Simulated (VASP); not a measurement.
Here is a VASP 6.6.1 calculation.

File INCAR:

```
ALGO = Normal
EDIFF = 1E-7
ENCUT = 520
GGA = PE
ISIF = 2
ISMEAR = -1
LASPH = True
LCHARG = True
LELF = True
LREAL = False
LVHAR = True
LWAVE = False
NBANDS = 20
NELM = 100
PREC = Accurate
SIGMA = 0.02
```

The input KPOINTS:

```
k-points
0
Gamma
  12 12 4
```

Contents of POSCAR:

```
WSe2
1.0
    3.2972137488      0.0000000000      0.0000000000
   -1.6486068744      2.8554708682      0.0000000000
    0.0000000000      0.0000000000      7.1548213373
W Se
1 2
Direct
    0.0000000000      0.0000000000      0.0000000000
    0.3333333333      0.6666666667      0.2328179824
    0.3333333333      0.6666666667      0.7671820176
```

Potentials or basis: VASP PAW PBE potentials, release 64 (W_sv, Se).

Launch:

```bash
$ cat potpaw_PBE.64/W_sv/POTCAR potpaw_PBE.64/Se/POTCAR > POTCAR
$ mpirun -np 1 vasp_std > vasp.out
```

**Question.** Predict the band gap on the k mesh.

**Answer.** 1.35 eV (least direct gap 1.55 eV).

**Question.** What does it give for the largest force?

**Answer.** 0.343 eV/Å.

**Question.** What does it give for the pressure?

**Answer.** 3.4 GPa.

Stress tensor (GPa, compression positive):
```
2.89 0.00 0.00
0.00 2.89 0.00
0.00 0.00 4.43
```

Caveat: the cell differs from its parent crystal (uniaxial z strain -0.4%); the cell stands under pressure; spin-orbit coupling is left out, which moves the levels of the heavy elements; this functional lacks dispersion, which binds the layers, so the pressure and a relaxed spacing across them are unreliable. A k mesh can miss the band edges.
